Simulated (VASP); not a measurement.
Wanted: the native input for a VASP 6.6.1 run.

```
Task                   : single point
Functional             : PBE
Potentials or basis    : VASP PAW PBE potentials, release 64 (Zn, O)
Cutoff                 : 520 eV
k mesh                 : 12 × 12 × 6
Occupations            : gaussian, width 0.01 eV
Spin                   : no spin polarisation
Dipole correction      : no
Further INCAR settings : ALGO = Normal; EDIFF = 1e-07; NBANDS = 26
```

The structure of ZnO lies in POSCAR:

```
ZnO
1.0
    3.2793907959      0.0000000000      0.0000000000
   -1.6396953979      2.8400357382      0.0000000000
    0.0000000000      0.0000000000      5.2932332175
Zn O
2 2
Direct
    0.6666666667      0.3333333333      0.5006044103
    0.3333333333      0.6666666667      0.0006044103
    0.6666666667      0.3333333333      0.8797055897
    0.3333333333      0.6666666667      0.3797055897
```

The input as run:

INCAR

```
ALGO = Normal ; EDIFF = 1E-7
ENCUT = 520 ; GGA = PE
ISIF = 2 ; ISMEAR = 0
LASPH = True ; LCHARG = True
LELF = True ; LREAL = False
LVHAR = True ; LWAVE = False
NBANDS = 26 ; NELM = 100
PREC = Accurate ; SIGMA = 0.01
```

KPOINTS

```
k-points
0
Gamma
  12 12 6
```

Potentials or basis: VASP PAW PBE potentials, release 64 (Zn, O).

Launch:

```bash
$ cat potpaw_PBE.64/Zn/POTCAR potpaw_PBE.64/O/POTCAR > POTCAR
$ mpirun -np 1 vasp_std > vasp.out
```

It gave:

| Quantity | Value |
| --- | --- |
| Pressure | 0.9 GPa |
| Band gap on the k mesh | 0.73 eV, direct |

Run time: 55 s on 1 thread of AMD EPYC 9R14 (Zen 4) (shared host), peak memory 0.18 GiB.
